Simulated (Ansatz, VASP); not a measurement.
## Two plane-wave programs on W

```
W
1.0
     2.76025    0.00000    0.00000
    -1.38012    2.39044    0.00000
     0.00000    0.00000    9.73057
W
4
Direct
  0.00000 0.00000 0.00000
  0.00000 0.00000 0.50000
  0.33333 0.66667 0.75000
  0.66667 0.33333 0.25000
```

Alike in both runs: functional PBEsol; k mesh 9 × 9 × 2; occupations gaussian, width 0.1 eV; no spin polarisation.

Ansatz relaxed the structure, and its values are those at the end. VASP's run is a single point on that final structure, the one shown.

|  | VASP | Ansatz |
| --- | --- | --- |
| version | VASP 6.6.1 | Ansatz 0.2.0 |
| potentials or method | VASP PAW PBE potentials, release 64 (W_sv), cutoff 520 eV | scalar-relativistic, plane waves, PAW |
| valence electrons in the cell | 56 | 56 |

|  | VASP | Ansatz | Ansatz less VASP |
| --- | --- | --- | --- |
| gap on the k mesh at the Fermi level (eV) | none | none | - |
| pressure (GPa) | 0.7 | 0.0 | -0.64 |

VASP's potentials were made for PBE, not for PBEsol. A gap of «none» marks a metal or a gap that the smearing closes. With one functional, cell and mesh, what is left measures potentials, basis and numerics.

Neither program's run includes spin-orbit coupling.
